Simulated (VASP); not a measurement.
A run of VASP 6.6.1:

Contents of INCAR:

```
PREC = Accurate ; ENCUT = 400
EDIFF = 1E-6 ; ISMEAR = 0
SIGMA = 0.05 ; LREAL = False
LASPH = True ; NELM = 120
ALGO = Normal ; ISIF = 2
LWAVE = False ; LCHARG = True
LDIPOL = True ; IDIPOL = 3
DIPOL = 0.5 0.5 0.276 ; GGA = PE
IVDW = 12 ; LELF = True
LVHAR = True ; LVACPOTAV = True
NBANDS = 62 ; GGA_COMPAT = False
NELMDL = -8
```

File KPOINTS:

```
Automatic mesh
0
Gamma
  6 6 1
```

The input POSCAR:

```
Zr2HS4
1.0
    7.2976778227      0.0000000000      0.0000000000
   -3.6488389114      6.3199743831      0.0000000000
    0.0000000000      0.0000000000     20.9171506047
S Zr H
8 4 2
Direct
    0.3333333333      0.1666666667      0.1912306354
    0.3333333333      0.6666666667      0.1912306354
    0.8333333333      0.1666666667      0.1912306354
    0.8333333333      0.6666666667      0.1912306354
    0.1666666667      0.3333333333      0.3306927762
    0.1666666667      0.8333333333      0.3306927762
    0.6666666667      0.3333333333      0.3306927762
    0.6666666667      0.8333333333      0.3306927762
    0.0000000000      0.0000000000      0.2609617058
    0.0000000000      0.5000000000      0.2609617058
    0.5000000000      0.0000000000      0.2609617058
    0.5000000000      0.5000000000      0.2609617058
    0.2285069591      0.7714930409      0.3675046736
    0.4381597076      0.5618402924      0.3675046736
```

Potentials or basis: VASP PAW PBE potentials, release 64 (S, Zr_sv, H).

Run with:

```console
$ cat potpaw_PBE.64/S/POTCAR potpaw_PBE.64/Zr_sv/POTCAR potpaw_PBE.64/H/POTCAR > POTCAR
$ mpirun -np 1 vasp_std > vasp.out
```

Hardware: 1 thread of Intel(R) Xeon(R) Platinum 8375C CPU @ 2.90GHz (Ice Lake), on a shared host.

Q: Estimate the wall time of this run.

A: Wall time 22 min on 1 thread of Intel(R) Xeon(R) Platinum 8375C CPU @ 2.90GHz (Ice Lake) (shared host), peak memory 0.91 GiB. Counts: scf iterations 31, k points 13.
